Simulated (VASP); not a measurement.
# TiW2 (P6_3/mmc) in VASP: single point with PBE

Aim: the single point of TiW2 with PBE.

All numbers are computed with VASP 6.6.1; they aren't measurements. Logs are shortened: lines on timing, memory, paths and dates and some standing lists are left out, and cuts for length are marked.

## 1. The cell of the first run

The structure is hexagonal, space group P6_3/mmc (No. 194). The conventional cell has a = 2.818 Å, b = 2.818 Å, c = 14.226 Å, α = 90.00°, β = 90.00°, γ = 120.00°. Ti (site symmetry -6m2) has 6 Ti at 2.82 Å and 6 W at 2.88 Å within 3.7 Å. W (site symmetry 3m) has 9 W at 2.82 to 2.88 Å and 3 Ti at 2.88 Å within 3.7 Å.

## 2. Single point, PBE

Contents of INCAR:

```
  PREC = Accurate
  ENCUT = 550
  EDIFF = 1E-6
  ISMEAR = 0
  SIGMA = 0.1
  LREAL = False
  LASPH = True
  NELM = 300
  ALGO = All
  ISIF = 2
  LWAVE = False
  LCHARG = False
  GGA = PE
  NBANDS = 49
  GGA_COMPAT = False
  ISEARCH = 1
  KPAR = 4
```

Contents of KPOINTS:

```
regular mesh
0
Gamma
  6 6 2
```

Contents of POSCAR:

```
TiW2
1.0
    2.8180816400      0.0000000000      0.0000000000
   -1.4090408200      2.4405302900      0.0000000000
    0.0000000000      0.0000000000     14.2264617600
Ti W
2 4
Direct
    0.3333333300      0.6666666700      0.7500000000
    0.6666666700      0.3333333300      0.2500000000
    0.3333333300      0.6666666700      0.0833333300
    0.3333333300      0.6666666700      0.4166666700
    0.6666666700      0.3333333300      0.9166666700
    0.6666666700      0.3333333300      0.5833333300
```

Potentials or basis: VASP PAW PBE potentials, release 64 (Ti_sv, W_sv).

On the command line:

```sh
$ cat potpaw_PBE.64/Ti_sv/POTCAR potpaw_PBE.64/W_sv/POTCAR > POTCAR
$ mpirun -np 4 vasp_std > vasp.out
```

OUTCAR:

```text
PREC = Accurate
   ENCUT = 550
   EDIFF = 1E-6
   ISMEAR = 0
   LREAL = False
   LASPH = True
   NELM = 300
   ISIF = 2
   GGA = PE

 ion  position               nearest neighbor table
   1  0.333  0.667  0.750-   5 2.88   6 2.88   5 2.88   6 2.88   5 2.88   6 2.88
   2  0.667  0.333  0.250-   3 2.88   4 2.88   3 2.88   4 2.88   3 2.88   4 2.88
   3  0.333  0.667  0.083-   5 2.88   5 2.88   5 2.88   2 2.88   2 2.88   2 2.88
   4  0.333  0.667  0.417-   6 2.88   6 2.88   6 2.88   2 2.88   2 2.88   2 2.88
   5  0.667  0.333  0.917-   3 2.88   3 2.88   3 2.88   1 2.88   1 2.88   1 2.88
   6  0.667  0.333  0.583-   4 2.88   4 2.88   4 2.88   1 2.88   1 2.88   1 2.88

  LATTYP: Found a hexagonal cell.
 ALAT       =     2.8180816400
 C/A-ratio  =     5.0482787858

  Lattice vectors:

 A1 = (   2.8180816400,   0.0000000000,   0.0000000000)
 A2 = (  -1.4090408200,   2.4405302900,   0.0000000000)
 A3 = (   0.0000000000,   0.0000000000,  14.2264617600)

Analysis of symmetry for initial positions (statically):
=====================================================================
 Subroutine PRICEL returns:
 Original cell was already a primitive cell.

 Routine SETGRP: Setting up the symmetry group for a
 hexagonal supercell.

 Subroutine GETGRP returns: Found 24 space group operations
 (whereof 12 operations were pure point group operations)
 out of a pool of 24 trial point group operations.

The static configuration has the point symmetry D_3d.
 The point group associated with its full space group is D_6h.

Analysis of symmetry for dynamics (positions and initial velocities):
=====================================================================
 Subroutine PRICEL returns:
 Original cell was already a primitive cell.

 Routine SETGRP: Setting up the symmetry group for a
 hexagonal supercell.

 Subroutine GETGRP returns: Found 24 space group operations
 (whereof 12 operations were pure point group operations)
 out of a pool of 24 trial point group operations.

The dynamic configuration has the point symmetry D_3d.
 The point group associated with its full space group is D_6h.

 Subroutine INISYM returns: Found 24 space group operations
 (whereof 12 operations are pure point group operations),
 and found     1 'primitive' translations

----------------------------------------------------------------------------------------

[... 90 lines left out ...]
   LREAL  =      F    real-space projection
   EDIFFG = 0.1E-04   stopping-criterion for IOM
   NSW    =      0    number of steps for IOM
   IBRION =     -1    ionic relax: 0-MD 1-quasi-New 2-CG
   NFREE  =      0    steps in history (QN), initial steepest desc. (CG)
   ISIF   =      2    stress and relaxation
   ISYM   =      2    0-nonsym 1-usesym 2-fastsym
   POTIM  = 0.5000    time-step for ionic-motion
   TEBEG  =    0.0;   TEEND  =   0.0 temperature during run
   PSTRESS=    0.0 pullay stress
   NELECT =      80.0000    total number of electrons
   NUPDOWN=      -1.0000    fix difference up-down
   EMIN   =  10.00;   EMAX   =-10.00  energy-range for DOS
   EFERMI =   0.00;   METHOD = LEGACY
   ISMEAR =     0;   SIGMA  =   0.10  broadening in eV -4-tet -1-fermi 0-gaus
   EFERMI_NEDOS =   21; number of points for ismear=-14 and -15
   IALGO  =     58    algorithm
   IMIX   =      4    mixing-type and parameters
     AMIX     =   0.40;   BMIX     =  1.00
     AMIX_MAG =   1.60;   BMIX_MAG =  1.00
  volume/ion in A,a.u.               =      16.31       110.05
  Fermi-wavevector in a.u.,A,eV,Ry     =   1.530829  2.892847 31.884390  2.343437
  Thomas-Fermi vector in A             =   2.638258
   LORBIT       =      0    0 simple, 1 ext, 2 COOP (PROOUT), +10 PAW based schemes
   GGA     = PE    functional components
   LHFCALC =     F    Hartree Fock is set to
   AEXX    =    0.0000 exact exchange contribution
   IVDW    =     0    specifies the selected vdW correction
   LEPSILON=     F    determine dielectric tensor
   LRPA    =     F    only Hartree local field effects (RPA)
 non-spin polarized calculation
 Gauss-broadening in eV      SIGMA  =   0.10
  energy-cutoff  :      550.00
  volume of cell :       97.84
 maximum number of plane-waves:      2935
 NGX is ok and might be reduce to    24
   NGX = 11   NGY = 11   NGZ = 55

 number of electron      80.0000019 magnetization

 Free energy of the ion-electron system (eV)
  ---------------------------------------------------
  ext. energy  EPLUGINS =         0.00000000
  ---------------------------------------------------
  free energy    TOTEN  =       -65.08512141 eV

  energy without entropy =      -65.02600098  energy(sigma->0) =      -65.05556119

 E-fermi :  10.1369     XC(G=0): -12.9183

 val. band max:       10.1201772151   @ k =   0.1667   0.0000   0.5000
 cond. band min:      10.1496177159   @ k =   0.5000   0.0000   0.5000
 fundamental gap:      0.0294405008
 Fermi energy:        10.1368601702

 k-point     1 :       0.0000    0.0000    0.0000
  band No.  band energies     occupation
      1     -63.6358      2.00000
      2     -63.6357      2.00000
      3     -63.5876      2.00000
      4     -63.5876      2.00000
      5     -46.5041      2.00000
      6     -46.5040      2.00000
[... 717 lines left out ...]
     48      13.1307      0.00000
     49      13.7954      0.00000

------------------------ aborting loop because EDIFF is reached ----------------------------------------

  FORCE on cell =-STRESS in cart. coord.  units (eV):
  Direction    XX          YY          ZZ          XY          YZ          ZX
  --------------------------------------------------------------------------------------
  -------------------------------------------------------------------------------------
  Total        1.0390951      1.0390951      5.6078311      0.0000000     -0.0000000      0.0000000
  in kB       17.0149710     17.0149710     91.8270920      0.0000000     -0.0000000      0.0000000
  external PRESSURE =      41.9523447 kB  Pullay stress =       0.0000000 kB

 VOLUME and BASIS-vectors are now :
 -----------------------------------------------------------------------------
  energy-cutoff  :      550.00
  volume of cell :       97.84
      direct lattice vectors                 reciprocal lattice vectors
     2.818081640  0.000000000  0.000000000     0.354851324  0.204873507  0.000000000
    -1.409040820  2.440530290  0.000000000     0.000000000  0.409747014  0.000000000
     0.000000000  0.000000000 14.226461760     0.000000000  0.000000000  0.070291547

 POSITION                                       TOTAL-FORCE (eV/Angst)
 -----------------------------------------------------------------------------------
     -0.00000      1.62702     10.66985        -0.000000     -0.000000      0.000000
      1.40904      0.81351      3.55662         0.000000     -0.000000      0.000000
     -0.00000      1.62702      1.18554        -0.000000      0.000000      0.263967
     -0.00000      1.62702      5.92769         0.000000      0.000000     -0.263967
      1.40904      0.81351     13.04092        -0.000000      0.000000     -0.263967
      1.40904      0.81351      8.29877        -0.000000     -0.000000      0.263967
 -----------------------------------------------------------------------------------
    total drift:                               -0.000019      0.000011     -0.000001

  FREE ENERGIE OF THE ION-ELECTRON SYSTEM (eV)
  ---------------------------------------------------
  free  energy   TOTEN  =       -65.0851214086 eV

  energy  without entropy=      -65.0260053673  energy(sigma->0) =      -65.05556339
```

Run time: 54 s. Hardware: 4 MPI ranks of Intel Xeon Platinum 8488C (Sapphire Rapids), shared host; peak memory 0.31 GiB.

Results:

```yaml
Free_energy: -65.0851 eV
Pressure: 4.2 GPa
Largest_force: 0.264 eV/Å
Band_gap_on_the_k_mesh: zero (bands 40 and 41 overlap by 0.79 eV)
```

Forces on the atoms (eV/Å):
```
Ti   0.000  0.000  0.000
Ti   0.000  0.000  0.000
W    0.000  0.000  0.264
W    0.000  0.000 -0.264
W    0.000  0.000 -0.264
W    0.000  0.000  0.264
```

Caveat: the k points lie up to 0.43 Å⁻¹ apart, too coarse for converged energies and pressures of a metal; spin-orbit coupling is left out, which moves the levels of the heavy elements.

The gap in the log of VASP goes by the Fermi energy; the results here count the filled bands.